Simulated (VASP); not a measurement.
# Ag (Fm-3m) in VASP: notebook

Ag is run at these levels: r2SCAN; tasks: single point, relaxation of cell and atoms.

Program: VASP 6.6.1. These are calculated values, not measurements. Logs are shortened: lines on timing, memory, paths and dates and some standing lists are left out, and cuts for length are marked.

## (1) The cell of the first run

It takes space group Fm-3m (No. 225, cubic). Conventional cell: a = 4.106 Å, b = 4.106 Å, c = 4.106 Å, α = 90.00°, β = 90.00°, γ = 90.00°. Ag (site symmetry m-3m) has 12 Ag at 2.90 Å within 3.8 Å.

## (2) Single point, r2SCAN

Contents of POSCAR:

```
Ag
1.0
    0.0000000000      2.0527732057      2.0527732057
    2.0527732057      0.0000000000      2.0527732057
    2.0527732057      2.0527732057      0.0000000000
Ag
1
Direct
    0.0000000000      0.0000000000      0.0000000000
```

Contents of INCAR.step1:

```
SYSTEM = Ag
  PREC = Accurate
  ENCUT = 520
  ISMEAR = -1
  SIGMA = 0.113
  LREAL = .FALSE.
  LASPH = .TRUE.
  NELM = 80
  NBANDS = 12
  GGA = PE
  ALGO = Normal
  EDIFF = 1E-4
  LWAVE = .TRUE.
  LCHARG = .FALSE.
```

Contents of INCAR.step2:

```
SYSTEM = Ag
  PREC = Accurate
  ENCUT = 520
  EDIFF = 1E-7
  ISMEAR = -1
  SIGMA = 0.113
  LREAL = .FALSE.
  LASPH = .TRUE.
  NELM = 80
  ALGO = Normal
  ISIF = 2
  LWAVE = .FALSE.
  LCHARG = .FALSE.
  METAGGA = R2SCAN
  LMIXTAU = .TRUE.
  NBANDS = 12
  ISTART = 1
```

Contents of KPOINTS:

```
regular mesh
0
G
  14 14 14
  0 0 0
```

Potentials or basis: VASP PAW PBE potentials, release 64 (Ag).

Run with:

```console
$ cat potpaw_PBE.64/Ag/POTCAR > POTCAR
$ cp INCAR.step1 INCAR
$ mpirun -np 1 vasp_std > vasp.out
$ cp INCAR.step2 INCAR
$ mpirun -np 1 vasp_std > vasp.out
```

OUTCAR:

```text
SYSTEM = Ag
   PREC = Accurate
   ENCUT = 520
   EDIFF = 1E-7
   ISMEAR = -1
   LREAL = .FALSE.
   LASPH = .TRUE.
   NELM = 80
   ISIF = 2
   METAGGA = R2SCAN
   ISTART = 1

 ion  position               nearest neighbor table
   1  0.000  0.000  0.000-

  LATTYP: Found a face centered cubic cell.
 ALAT       =     4.1055464114

  Lattice vectors:

 A1 = (   0.0000000000,   2.0527732057,   2.0527732057)
 A2 = (   2.0527732057,   0.0000000000,   2.0527732057)
 A3 = (   2.0527732057,   2.0527732057,   0.0000000000)

Analysis of symmetry for initial positions (statically):
=====================================================================
 Subroutine PRICEL returns:
 Original cell was already a primitive cell.

 Routine SETGRP: Setting up the symmetry group for a
 face centered cubic supercell.

 Subroutine GETGRP returns: Found 48 space group operations
 (whereof 48 operations were pure point group operations)
 out of a pool of 48 trial point group operations.

The static configuration has the point symmetry O_h .

Analysis of symmetry for dynamics (positions and initial velocities):
=====================================================================
 Subroutine PRICEL returns:
 Original cell was already a primitive cell.

 Routine SETGRP: Setting up the symmetry group for a
 face centered cubic supercell.

 Subroutine GETGRP returns: Found 48 space group operations
 (whereof 48 operations were pure point group operations)
 out of a pool of 48 trial point group operations.

The dynamic configuration has the point symmetry O_h .

 Subroutine INISYM returns: Found 48 space group operations
 (whereof 48 operations are pure point group operations),
 and found     1 'primitive' translations

----------------------------------------------------------------------------------------

                                     Primitive cell

  volume of cell :      17.3003

  direct lattice vectors                    reciprocal lattice vectors
     0.000000000  2.052773206  2.052773206    -0.243572938  0.243572938  0.243572938
     2.052773206  0.000000000  2.052773206     0.243572938 -0.243572938  0.243572938
     2.052773206  2.052773206  0.000000000     0.243572938  0.243572938 -0.243572938

  length of vectors
     2.903059708  2.903059708  2.903059708     0.421880703  0.421880703  0.421880703

  position of ions in fractional coordinates (direct lattice)
     0.000000000  0.000000000  0.000000000

  ion indices of the primitive-cell ions
   primitive index   ion index
                 1           1

----------------------------------------------------------------------------------------

 KPOINTS: regular mesh

Automatic generation of k-mesh.
 Grid dimensions read from file:
 generate k-points for:   14   14   14

 Generating k-lattice:

  Cartesian coordinates                     Fractional coordinates (reciprocal lattice)
    -0.017398067  0.017398067  0.017398067     0.071428571  0.000000000  0.000000000
     0.017398067 -0.017398067  0.017398067     0.000000000  0.071428571  0.000000000
     0.017398067  0.017398067 -0.017398067     0.000000000  0.000000000  0.071428571

  Length of vectors
     0.030134336  0.030134336  0.030134336

  Shift w.r.t. Gamma in fractional coordinates (k-lattice)
     0.000000000  0.000000000  0.000000000

 Subroutine IBZKPT returns following result:
 ===========================================

 Found    104 irreducible k-points:

 Following reciprocal coordinates:
            Coordinates               Weight
  0.000000  0.000000  0.000000      1.000000
  0.071429  0.000000  0.000000      8.000000
  0.142857  0.000000  0.000000      8.000000
  0.214286  0.000000  0.000000      8.000000
  0.285714  0.000000  0.000000      8.000000
  0.357143  0.000000  0.000000      8.000000
[... 16 lines left out ...]
  0.214286  0.142857  0.000000     24.000000
  0.285714  0.142857  0.000000     24.000000
 [... further k-points ...]
   k-points           NKPTS =    104   k-points in BZ     NKDIM =    104   number of bands    NBANDS=     12
   number of dos      NEDOS =    301   number of ions     NIONS =      1
   total plane-waves  NPLWV =  13824
   dimension x,y,z NGX =    24 NGY =   24 NGZ =   24
   dimension x,y,z NGXF=    48 NGYF=   48 NGZF=   48
   ions per type =               1
   NGX,Y,Z   is equivalent  to a cutoff of  13.74, 13.74, 13.74 a.u.
   NGXF,Y,Z  is equivalent  to a cutoff of  27.49, 27.49, 27.49 a.u.
 SYSTEM =  Ag
   PREC   = accura    normal or accurate (medium, high low for compatibility)
   ISTART =      1    job   : 0-new  1-cont  2-samecut
   ICHARG =      0    charge: 1-file 2-atom 10-const
   ISPIN  =      1    spin polarized calculation?
   LNONCOLLINEAR =      F non collinear calculations
   LSORBIT =      F    spin-orbit coupling
   LASPH  =      T    aspherical Exc in radial PAW
   ENCUT  =  520.0 eV  38.22 Ry    6.18 a.u.   5.40  5.40  5.40*2*pi/ulx,y,z
   NELM   =     80;   NELMIN=  2; NELMDL=  0     # of ELM steps
   EDIFF  = 0.1E-06   stopping-criterion for ELM
   LREAL  =      F    real-space projection
   EDIFFG = 0.1E-05   stopping-criterion for IOM
   NSW    =      0    number of steps for IOM
   IBRION =     -1    ionic relax: 0-MD 1-quasi-New 2-CG
   NFREE  =      0    steps in history (QN), initial steepest desc. (CG)
   ISIF   =      2    stress and relaxation
   ISYM   =      2    0-nonsym 1-usesym 2-fastsym
   POTIM  = 0.5000    time-step for ionic-motion
   TEBEG  =    0.0;   TEEND  =   0.0 temperature during run
   PSTRESS=    0.0 pullay stress
   NELECT =      11.0000    total number of electrons
   NUPDOWN=      -1.0000    fix difference up-down
   EMIN   =  10.00;   EMAX   =-10.00  energy-range for DOS
   EFERMI =   0.00;   METHOD = LEGACY
   ISMEAR =    -1;   SIGMA  =   0.11  broadening in eV -4-tet -1-fermi 0-gaus
   EFERMI_NEDOS =   21; number of points for ismear=-14 and -15
   IALGO  =     38    algorithm
   IMIX   =      4    mixing-type and parameters
     AMIX     =   0.40;   BMIX     =  1.00
     AMIX_MAG =   1.60;   BMIX_MAG =  1.00
  volume/ion in A,a.u.               =      17.30       116.75
  Fermi-wavevector in a.u.,A,eV,Ry     =   1.407737  2.660237 26.962972  1.981723
  Thomas-Fermi vector in A             =   2.529966
   LORBIT       =      0    0 simple, 1 ext, 2 COOP (PROOUT), +10 PAW based schemes
   METAGGA = R2SCAN    functional components
   LHFCALC =     F    Hartree Fock is set to
   AEXX    =    0.0000 exact exchange contribution
   IVDW    =     0    specifies the selected vdW correction
   LEPSILON=     F    determine dielectric tensor
   LRPA    =     F    only Hartree local field effects (RPA)
 non-spin polarized calculation
  energy-cutoff  :      520.00
  volume of cell :       17.30
 maximum number of plane-waves:       487
 NGX is ok and might be reduce to    24
   NGX = 11   NGY = 11   NGZ = 11

 number of electron      10.9999999 magnetization

 Free energy of the ion-electron system (eV)
  ---------------------------------------------------
  ext. energy  EPLUGINS =         0.00000000
  ---------------------------------------------------
  free energy    TOTEN  =       -21.36277498 eV

  energy without entropy =      -21.35140210  energy(sigma->0) =      -21.35708854

 E-fermi :   8.1818     XC(G=0): -12.8676

 val. band max:        7.9613379985   @ k =   0.4286   0.3571   0.0000
 cond. band min:       8.2048115789   @ k =   0.5000   0.0714   0.0000
 fundamental gap:      0.2434735805
 Fermi energy:         8.1818137944

 k-point     1 :       0.0000    0.0000    0.0000
  band No.  band energies     occupation
      1       0.3830      2.00000
      2       3.1462      2.00000
      3       3.1462      2.00000
      4       3.1462      2.00000
      5       4.1643      2.00000
      6       4.1643      2.00000
      7      24.8497      0.00000
      8      28.4869      0.00000
      9      28.4869      0.00000
     10      28.4869      0.00000
     11      33.4096      0.00000
     12      34.3666      0.00000

 k-point     2 :       0.0714    0.0000    0.0000
  band No.  band energies     occupation
      1       0.5453      2.00000
      2       3.1112      2.00000
      3       3.1899      2.00000
      4       3.1899      2.00000
      5       4.1482      2.00000
      6       4.1482      2.00000
      7      24.8451      0.00000
      8      27.1707      0.00000
      9      28.5370      0.00000
     10      28.5370      0.00000
     11      33.2590      0.00000
     12      34.2066      0.00000

 k-point     3 :       0.1429    0.0000    0.0000
  band No.  band energies     occupation
      1       0.9951      2.00000
      2       3.0555      2.00000
      3       3.2901      2.00000
      4       3.2901      2.00000
      5       4.1308      2.00000
      6       4.1308      2.00000
      7      23.7581      0.00000
      8      25.8407      0.00000
      9      28.6263      0.00000
     10      28.6263      0.00000
     11      32.1481      0.00000
     12      33.5938      0.00000

 k-point     4 :       0.2143    0.0000    0.0000
  band No.  band energies     occupation
      1       1.5382      2.00000
      2       3.2013      2.00000
      3       3.3526      2.00000
      4       3.3526      2.00000
      5       4.2022      2.00000
      6       4.2022      2.00000
      7      21.0962      0.00000
      8      25.6290      0.00000
      9      28.5721      0.00000
     10      28.5721      0.00000
     11      31.6907      0.00000
     12      32.6594      0.00000

 k-point     5 :       0.2857    0.0000    0.0000
  band No.  band energies     occupation
      1       1.7654      2.00000
      2       3.3123      2.00000
      3       3.3123      2.00000
      4       3.9833      2.00000
      5       4.4121      2.00000
      6       4.4121      2.00000
      7      18.2472      0.00000
      8      25.1929      0.00000
      9      28.1622      0.00000
     10      28.1622      0.00000
     11      31.9620      0.00000
     12      31.9620      0.00000
[... 228 lines left out ...]
      1       0.8066      2.00000
      2       3.0380      2.00000
      3       3.2504      2.00000
      4       3.2850      2.00000
      5       4.0642      2.00000
      6       4.1975      2.00000
      7      24.7244      0.00000
      8      25.9647      0.00000
      9      27.7273      0.00000
     10      29.2670      0.00000
     11      32.1268      0.00000
     12      34.2975      0.00000

 k-point    22 :       0.1429    0.1429    0.0000
  band No.  band energies     occupation
      1       1.2047      2.00000
      2       2.8367      2.00000
      3       3.4507      2.00000
      4       3.4507      2.00000
      5       3.9008      2.00000
      6       4.3009      2.00000
      7      25.0591      0.00000
      8      26.3351      0.00000
      9      26.3351      0.00000
     10      26.4004      0.00000
     11      32.1116      0.00000
     12      34.3724      0.00000

 k-point    23 :       0.2143    0.1429    0.0000
  band No.  band energies     occupation
      1       1.6623      2.00000
      2       2.7106      2.00000
      3       3.5202      2.00000
      4       3.5880      2.00000
      5       3.9851      2.00000
      6       4.3846      2.00000
      7      23.4050      0.00000
      8      25.3975      0.00000
      9      25.4832      0.00000
     10      27.2371      0.00000
     11      30.4506      0.00000
     12      34.3913      0.00000

 k-point    24 :       0.2857    0.1429    0.0000
  band No.  band energies     occupation
      1       2.0514      2.00000
      2       2.7715      2.00000
      3       3.3797      2.00000
      4       3.6379      2.00000
      5       4.5505      2.00000
      6       4.5633      2.00000
      7      20.5520      0.00000
      8      24.8307      0.00000
      9      25.0776      0.00000
     10      27.2013      0.00000
     11      30.5773      0.00000
     12      34.1313      0.00000

 [... further k-points ...]

------------------------ aborting loop because EDIFF is reached ----------------------------------------

  FORCE on cell =-STRESS in cart. coord.  units (eV):
  Direction    XX          YY          ZZ          XY          YZ          ZX
  --------------------------------------------------------------------------------------
  -------------------------------------------------------------------------------------
  Total        0.0104922      0.0104922      0.0104922     -0.0000000     -0.0000000     -0.0000000
  in kB        0.9716809      0.9716809      0.9716809     -0.0000000     -0.0000000     -0.0000000
  external PRESSURE =       0.9716809 kB  Pullay stress =       0.0000000 kB

 VOLUME and BASIS-vectors are now :
 -----------------------------------------------------------------------------
  energy-cutoff  :      520.00
  volume of cell :       17.30
      direct lattice vectors                 reciprocal lattice vectors
     0.000000000  2.052773206  2.052773206    -0.243572938  0.243572938  0.243572938
     2.052773206  0.000000000  2.052773206     0.243572938 -0.243572938  0.243572938
     2.052773206  2.052773206  0.000000000     0.243572938  0.243572938 -0.243572938

 POSITION                                       TOTAL-FORCE (eV/Angst)
 -----------------------------------------------------------------------------------
      0.00000      0.00000      0.00000         0.000000      0.000000      0.000000
 -----------------------------------------------------------------------------------
    total drift:                               -0.000000      0.000000      0.000000

  FREE ENERGIE OF THE ION-ELECTRON SYSTEM (eV)
  ---------------------------------------------------
  free  energy   TOTEN  =       -21.3627749801 eV

  energy  without entropy=      -21.3514020959  energy(sigma->0) =      -21.35708854
```

Wall time 64 s (1 thread of Intel Xeon 6975P-C, shared host); peak memory 0.16 GiB.

What came out:

- Free energy: -21.3628 eV
- Pressure: 0.1 GPa

Caveat: the PAW data sets were made with another functional, which shifts forces and pressure a little.

(Continued in part 2 of 2.)
